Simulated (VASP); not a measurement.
Write the native input for VASP 6.6.1 that does the following.

```
Task                      : relaxation of the atoms
Functional                : PBE
Potentials or basis       : VASP PAW PBE potentials, release 64 (W_sv, C)
Cutoff                    : 520 eV
k mesh                    : 9 × 9 × 1
Occupations               : gaussian, width 0.1 eV
Spin                      : no spin polarisation
Dipole correction         : yes
Atoms held fixed (from 0) : [0, 1, 2, 3]
Further INCAR settings    : ALGO = Normal; EDIFF = 1e-07; NELMDL = -8; IBRION = 2; EDIFFG = -0.025; NSW = 36
```

The structure of W3C lies in POSCAR:

```
W3C
1.0
    2.8547213223      0.0000000000      0.0000000000
   -1.4273606611      2.4722611858      0.0000000000
    0.0000000000      0.0000000000     20.1973423164
W C
3 1
Selective dynamics
Direct
    0.6666666667      0.3333333333      0.1980458586  F F F
    0.3333333333      0.6666666667      0.3143385340  F F F
    0.0000000000      0.0000000000      0.4306181566  F F F
    0.6666666667      0.3333333333      0.4910221435  F F T
```

The input as run:

INCAR

```
SYSTEM = W3C
PREC = Accurate
ENCUT = 520
EDIFF = 1E-7
ISMEAR = 0
SIGMA = 0.1
LREAL = .False.
LASPH = .True.
NELM = 120
ALGO = Normal
ISIF = 2
LWAVE = .False.
LCHARG = .False.
LDIPOL = .True.
IDIPOL = 3
DIPOL = 0.5 0.5 0.359
GGA = PE
IBRION = 2
NSW = 36
EDIFFG = -0.025
GGA_COMPAT = .False.
NELMIN = 4
NELMDL = -8
```

KPOINTS

```
Automatic mesh
0
Gamma
  9 9 1
  0 0 0
```

Potentials or basis: VASP PAW PBE potentials, release 64 (W_sv, C).

Launch:

```sh
$ cat potpaw_PBE.64/W_sv/POTCAR potpaw_PBE.64/C/POTCAR > POTCAR
$ mpirun -np 1 vasp_std > vasp.out
```

It gave:

```yaml
Energy_gained_by_relaxing: 30.5 meV/atom
Ionic_steps: 3
Band_gap_on_the_k_mesh: zero (bands 23 and 24 overlap by 1.06 eV)
```

Caveat: spin-orbit coupling is left out, which moves the levels of the heavy elements.

Wall time 3.1 min on 1 thread of Intel(R) Xeon(R) Platinum 8259CL CPU @ 2.50GHz (Skylake/Cascade Lake) (shared host), peak memory 0.3 GiB.
